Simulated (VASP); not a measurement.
TeP2: single point with PBE

The system is TeP2.

```xyz
3
Lattice="4.1713 0.0000 0.0000 -2.0857 3.6125 0.0000 0.0000 0.0000 5.2508" Properties=species:S:1:pos:R:3 pbc="T T T"
Te    0.0000    0.0000    0.0000
P     2.0857    1.2042    3.6603
P     2.0857    1.2042    1.5906
```

```json
{
 "Program": "VASP 6.6.1",
 "Task": "single point",
 "Functional": "PBE",
 "Potentials or basis": "VASP PAW PBE potentials, release 64 (Te, P)",
 "Cutoff": "520 eV",
 "k mesh": "12 × 12 × 10",
 "Occupations": "gaussian, width 0.1 eV",
 "Spin": "no spin polarisation",
 "Dipole correction": "no",
 "Further INCAR settings": "ALGO = Normal; EDIFF = 1e-06; NBANDS = 15"
}
```

```json
{"Pressure": "-0.2 GPa", "Largest force": "0.052 eV/Å", "Band gap on the k mesh": "zero (band 8 reaches 5.54 eV, above the bottom of band 9 at 5.14 eV)"}
```

Forces in eV/Å, atoms in the order of the input:
```
Te   0.000  0.000  0.000
P    0.000  0.000 -0.052
P    0.000  0.000  0.052
```

Stress tensor (GPa, compression positive):
```
-0.08  0.00  0.00
 0.00 -0.08  0.00
 0.00  0.00 -0.32
```

Levels at points of the mesh, in eV from the Fermi level:
| k point | band 5 | band 6 | band 7 | band 8 | band 9 | band 10 | band 11 | band 12 |
| --- | --- | --- | --- | --- | --- | --- | --- | --- |
| (0.00, 0.00, 0.00) | -3.26 | -3.01 | -0.28 | -0.28 | 0.24 | 0.93 | 0.93 | 3.40 |
| (0.50, 0.00, 0.00) | -4.36 | -3.66 | -2.86 | 0.14 | 0.39 | 0.64 | 2.79 | 4.79 |
| (0.00, 0.00, 0.50) | -2.52 | -2.52 | -1.83 | -1.83 | 0.83 | 1.36 | 1.36 | 1.87 |
| (0.50, 0.00, 0.50) | -3.68 | -2.41 | -2.34 | -2.21 | 0.52 | 1.59 | 3.34 | 3.90 |

Run time: 100 s on 1 thread of Intel(R) Xeon(R) Platinum 8488C (Sapphire Rapids), with other jobs on the host, peak memory 0.27 GiB.

Caveat: spin-orbit coupling is left out, which moves the levels of the heavy elements.
